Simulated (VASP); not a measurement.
# Au (Fm-3m) in VASP: a series of runs

Au is run at these levels: LDA; tasks: single point, relaxation of volume and atoms at fixed shape.

All numbers are computed with VASP 6.6.1; they aren't measurements. Logs are shortened: lines on timing, memory, paths and dates and some standing lists are left out, and cuts for length are marked.

## 1. The cell of the first run

It takes space group Fm-3m (No. 225, cubic). Conventional cell: a = 4.047 Å, b = 4.047 Å, c = 4.047 Å, α = 90.00°, β = 90.00°, γ = 90.00°. Au (site symmetry m-3m) has 12 Au at 2.86 Å within 3.8 Å.

## 2. Single point, LDA

INCAR

```
SYSTEM = Au
PREC = Accurate
ENCUT = 520
EDIFF = 1E-6
ISMEAR = -1
SIGMA = 0.05
LREAL = .FALSE.
LASPH = .TRUE.
NELM = 80
ALGO = Normal
ISIF = 2
LWAVE = .FALSE.
LCHARG = .FALSE.
GGA = CA
NBANDS = 12
```

KPOINTS

```
Automatic mesh
0
G
  9 9 9
  0 0 0
```

POSCAR

```
Au
1.0
    0.0000000000      2.0236040873      2.0236040873
    2.0236040873      0.0000000000      2.0236040873
    2.0236040873      2.0236040873      0.0000000000
Au
1
Direct
    0.0000000000      0.0000000000      0.0000000000
```

Potentials or basis: VASP PAW LDA potentials, release 64 (Au).

The run is started by

```
$ cat potpaw_LDA.64/Au/POTCAR > POTCAR
$ mpirun -np 1 vasp_std > vasp.out
```

OUTCAR:

```text
SYSTEM = Au
   PREC = Accurate
   ENCUT = 520
   EDIFF = 1E-6
   ISMEAR = -1
   LREAL = .FALSE.
   LASPH = .TRUE.
   NELM = 80
   ISIF = 2
   GGA = CA

 ion  position               nearest neighbor table
   1  0.000  0.000  0.000-

  LATTYP: Found a face centered cubic cell.
 ALAT       =     4.0472081746

  Lattice vectors:

 A1 = (   0.0000000000,   2.0236040873,   2.0236040873)
 A2 = (   2.0236040873,   0.0000000000,   2.0236040873)
 A3 = (   2.0236040873,   2.0236040873,   0.0000000000)

Analysis of symmetry for initial positions (statically):
=====================================================================
 Subroutine PRICEL returns:
 Original cell was already a primitive cell.

 Routine SETGRP: Setting up the symmetry group for a
 face centered cubic supercell.

 Subroutine GETGRP returns: Found 48 space group operations
 (whereof 48 operations were pure point group operations)
 out of a pool of 48 trial point group operations.

The static configuration has the point symmetry O_h .

Analysis of symmetry for dynamics (positions and initial velocities):
=====================================================================
 Subroutine PRICEL returns:
 Original cell was already a primitive cell.

 Routine SETGRP: Setting up the symmetry group for a
 face centered cubic supercell.

 Subroutine GETGRP returns: Found 48 space group operations
 (whereof 48 operations were pure point group operations)
 out of a pool of 48 trial point group operations.

The dynamic configuration has the point symmetry O_h .

 Subroutine INISYM returns: Found 48 space group operations
 (whereof 48 operations are pure point group operations),
 and found     1 'primitive' translations

----------------------------------------------------------------------------------------

                                     Primitive cell

  volume of cell :      16.5732

  direct lattice vectors                    reciprocal lattice vectors
     0.000000000  2.023604087  2.023604087    -0.247083905  0.247083905  0.247083905
     2.023604087  0.000000000  2.023604087     0.247083905 -0.247083905  0.247083905
     2.023604087  2.023604087  0.000000000     0.247083905  0.247083905 -0.247083905

  length of vectors
     2.861808345  2.861808345  2.861808345     0.427961877  0.427961877  0.427961877

  position of ions in fractional coordinates (direct lattice)
     0.000000000  0.000000000  0.000000000

[... 69 lines left out ...]
   ISPIN  =      1    spin polarized calculation?
   LNONCOLLINEAR =      F non collinear calculations
   LSORBIT =      F    spin-orbit coupling
   LASPH  =      T    aspherical Exc in radial PAW
   ENCUT  =  520.0 eV  38.22 Ry    6.18 a.u.   5.32  5.32  5.32*2*pi/ulx,y,z
   NELM   =     80;   NELMIN=  2; NELMDL= -5     # of ELM steps
   EDIFF  = 0.1E-05   stopping-criterion for ELM
   LREAL  =      F    real-space projection
[... 7 lines left out ...]
   TEBEG  =    0.0;   TEEND  =   0.0 temperature during run
   PSTRESS=    0.0 pullay stress
   NELECT =      11.0000    total number of electrons
   NUPDOWN=      -1.0000    fix difference up-down
   EMIN   =  10.00;   EMAX   =-10.00  energy-range for DOS
   EFERMI =   0.00;   METHOD = LEGACY
   ISMEAR =    -1;   SIGMA  =   0.05  broadening in eV -4-tet -1-fermi 0-gaus
   EFERMI_NEDOS =   21; number of points for ismear=-14 and -15
   IALGO  =     38    algorithm
   IMIX   =      4    mixing-type and parameters
     AMIX     =   0.40;   BMIX     =  1.00
     AMIX_MAG =   1.60;   BMIX_MAG =  1.00
  volume/ion in A,a.u.               =      16.57       111.84
  Fermi-wavevector in a.u.,A,eV,Ry     =   1.428028  2.698582 27.745886  2.039265
  Thomas-Fermi vector in A             =   2.548134
   LORBIT       =      0    0 simple, 1 ext, 2 COOP (PROOUT), +10 PAW based schemes
   GGA     = CA    functional components
   LHFCALC =     F    Hartree Fock is set to
   AEXX    =    0.0000 exact exchange contribution
   IVDW    =     0    specifies the selected vdW correction
   LEPSILON=     F    determine dielectric tensor
   LRPA    =     F    only Hartree local field effects (RPA)
 non-spin polarized calculation
  energy-cutoff  :      520.00
  volume of cell :       16.57
 maximum number of plane-waves:       459
 NGX is ok and might be reduce to    24
   NGX = 11   NGY = 11   NGZ = 11

 number of electron      10.9999999 magnetization

 Free energy of the ion-electron system (eV)
  ---------------------------------------------------
  ext. energy  EPLUGINS =         0.00000000
  ---------------------------------------------------
  free energy    TOTEN  =        -4.47018415 eV

  energy without entropy =       -4.46965411  energy(sigma->0) =       -4.46991913

 E-fermi :   9.6745     XC(G=0): -13.1438

 val. band max:        9.3567101242   @ k =   0.4444   0.3333   0.0000
 cond. band min:       9.7270370679   @ k =   0.4444   0.4444   0.0000
 fundamental gap:      0.3703269437
 Fermi energy:         9.6744934690

 k-point     1 :       0.0000    0.0000    0.0000
  band No.  band energies     occupation
      1      -0.4484      2.00000
      2       4.9058      2.00000
      3       4.9058      2.00000
      4       4.9058      2.00000
      5       6.5205      2.00000
      6       6.5205      2.00000
      7      24.2100      0.00000
      8      28.3219      0.00000
      9      28.3219      0.00000
     10      28.3219      0.00000
     11      33.4410      0.00000
     12      38.3409      0.00000
[... 331 lines left out ...]
 k-point    24 :       0.4444    0.4444    0.0000
  band No.  band energies     occupation
      1       2.4602      2.00000
      2       2.7940      2.00000
      3       7.7078      2.00000
      4       7.9780      2.00000
      5       7.9780      2.00000
      6       9.7270      0.51812
      7      16.9102      0.00000
      8      20.0775      0.00000
      9      20.0775      0.00000
     10      27.1961      0.00000
     11      29.8652      0.00000
     12      37.4780      0.00000

 [... further k-points ...]
[... 5 lines left out ...]
  --------------------------------------------------------------------------------------
  -------------------------------------------------------------------------------------
  Total        0.0529751      0.0529751      0.0529751      0.0000000      0.0000000     -0.0000000
  in kB        5.1212433      5.1212433      5.1212433      0.0000000      0.0000000     -0.0000000
  external PRESSURE =       5.1212433 kB  Pullay stress =       0.0000000 kB

 VOLUME and BASIS-vectors are now :
 -----------------------------------------------------------------------------
  energy-cutoff  :      520.00
  volume of cell :       16.57
      direct lattice vectors                 reciprocal lattice vectors
     0.000000000  2.023604087  2.023604087    -0.247083905  0.247083905  0.247083905
     2.023604087  0.000000000  2.023604087     0.247083905 -0.247083905  0.247083905
     2.023604087  2.023604087  0.000000000     0.247083905  0.247083905 -0.247083905

 POSITION                                       TOTAL-FORCE (eV/Angst)
 -----------------------------------------------------------------------------------
      0.00000      0.00000      0.00000         0.000000      0.000000      0.000000
 -----------------------------------------------------------------------------------
    total drift:                               -0.000000      0.000000      0.000000

  FREE ENERGIE OF THE ION-ELECTRON SYSTEM (eV)
  ---------------------------------------------------
  free  energy   TOTEN  =        -4.4701841465 eV

  energy  without entropy=       -4.4696541064  energy(sigma->0) =       -4.46991913
```

OSZICAR:

```text
N       E                     dE             d eps       ncg     rms          rms(c)
DAV:   1     0.503959535393E+02    0.50396E+02   -0.56914E+03   840   0.825E+02
DAV:   2    -0.406002775354E+01   -0.54456E+02   -0.51622E+02   984   0.189E+02
DAV:   3    -0.479345901011E+01   -0.73343E+00   -0.73305E+00  1012   0.216E+01
DAV:   4    -0.479595970651E+01   -0.25007E-02   -0.25006E-02  1012   0.146E+00
DAV:   5    -0.479597720392E+01   -0.17497E-04   -0.17496E-04  1032   0.115E-01    0.104E+01
DAV:   6    -0.449687421152E+01    0.29910E+00   -0.80255E-01   920   0.714E+00    0.641E+00
DAV:   7    -0.447361925793E+01    0.23255E-01   -0.64724E-02   988   0.200E+00    0.295E+00
DAV:   8    -0.447018495002E+01    0.34343E-02   -0.16699E-03   940   0.416E-01    0.247E-01
DAV:   9    -0.447018432999E+01    0.62002E-06   -0.15426E-05  1016   0.301E-02    0.218E-02
DAV:  10    -0.447018414649E+01    0.18351E-06   -0.11534E-06   900   0.731E-03
   1 F= -.44701841E+01 E0= -.44699191E+01  d E =-.530040E-03
```

Wall time 3.2 s (1 thread of Intel Xeon 6975P-C, shared host); peak memory 0.13 GiB.

Results:

| Quantity | Value |
| --- | --- |
| Free energy | -4.4702 eV |
| Pressure | 0.5 GPa |

Caveat: spin-orbit coupling is left out, which moves the levels of the heavy elements.

## 3. Relaxation of volume and atoms at fixed shape, LDA

This run uses another cell than the first one, of 16.85 Å³/atom, 1.017 times its volume.

INCAR

```
SYSTEM = Au
  ALGO = Normal
  EDIFF = 1E-6
  EDIFFG = -0.01
  ENCUT = 600
  GGA = CA
  IBRION = 2
  ISIF = 8
  ISMEAR = -1
  LASPH = .True.
  LCHARG = .False.
  LREAL = .False.
  LWAVE = .False.
  NELM = 100
  NSW = 60
  PREC = Accurate
  SIGMA = 0.05
```

KPOINTS

```
k-points
0
Gamma
  9 9 9
  0 0 0
```

POSCAR

```
Au
1.0
    0.0000000000      2.0350000000      2.0350000000
    2.0350000000      0.0000000000      2.0350000000
    2.0350000000      2.0350000000      0.0000000000
Au
1
Direct
    0.0000000000      0.0000000000      0.0000000000
```

Potentials or basis: VASP PAW LDA potentials, release 64 (Au).

The run is started by

```
$ cat potpaw_LDA.64/Au/POTCAR > POTCAR
$ mpirun -np 1 vasp_std > vasp.out
```

Wall time 6.7 s (1 thread of Intel Xeon 6975P-C, shared host); peak memory 0.14 GiB.

The run converged. Its results:

| Quantity | Value |
| --- | --- |
| Free energy | -4.4703 eV |
| Relaxed volume | 16.63 Å³/atom |
| Relaxed cell | a = 2.865 Å, b = 2.865 Å, c = 2.865 Å, α = 60.00°, β = 60.00°, γ = 60.00° |
| Space group after relaxing (to 0.05 Å) | Fm-3m (No. 225) |
| Energy gained by relaxing | 1.9 meV/atom |
| Ionic steps | 3 |
| Pressure after relaxing | 0.0 GPa |

Step by step:
```
step  energy change (eV)  largest force (eV/Å)  pressure (GPa)  volume (Å³)
   1              0.0000                0.0000           -2.57        16.85
   2              0.0050                0.0000            5.37        16.20
   3             -0.0019                0.0000           -0.03        16.63
```

Final structure:
```
CELL_PARAMETERS angstrom
0.00000 2.02576 2.02576
2.02576 0.00000 2.02576
2.02576 2.02576 0.00000
ATOMIC_POSITIONS crystal
Au 0.00000 0.00000 0.00000
```

Levels at points of the mesh, in eV from the Fermi level:
```tsv
k point	band 2	band 3	band 4	band 5	band 6	band 7	band 8	band 9
(0.00, 0.00, 0.00)	-4.76	-4.76	-4.76	-3.15	-3.15	14.53	18.63	18.63
```

Caveat: spin-orbit coupling is left out, which moves the levels of the heavy elements.
